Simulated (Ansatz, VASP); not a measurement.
## Zn in VASP and in Ansatz

```
CELL_PARAMETERS angstrom
2.60047 0.00000 0.00000
-1.30023 2.25207 0.00000
0.00000 0.00000 4.90010
ATOMIC_POSITIONS crystal
Zn 0.33333 0.66667 0.25000
Zn 0.66667 0.33333 0.75000
```

Alike in both runs: functional PBE; dispersion D3(BJ); k mesh 18 × 18 × 10; occupations gaussian, width 0.1 eV; no spin polarisation.

Ansatz relaxed the structure, and its values are those at the end. VASP's run is a single point on that final structure, the one shown.

|  | VASP | Ansatz |
| --- | --- | --- |
| version | VASP 6.6.1 | Ansatz 0.2.0 |
| potentials or method | VASP PAW PBE potentials, release 64 (Zn), cutoff 520 eV | scalar-relativistic, plane waves, PAW |
| valence electrons in the cell | 24 | 24 |

|  | VASP | Ansatz | Ansatz less VASP |
| --- | --- | --- | --- |
| gap on the k mesh at the Fermi level (eV) | none | none | - |
| pressure (GPa) | 0.4 | 0.0 | -0.45 |

A gap of «none» marks a metal or a gap that the smearing closes.
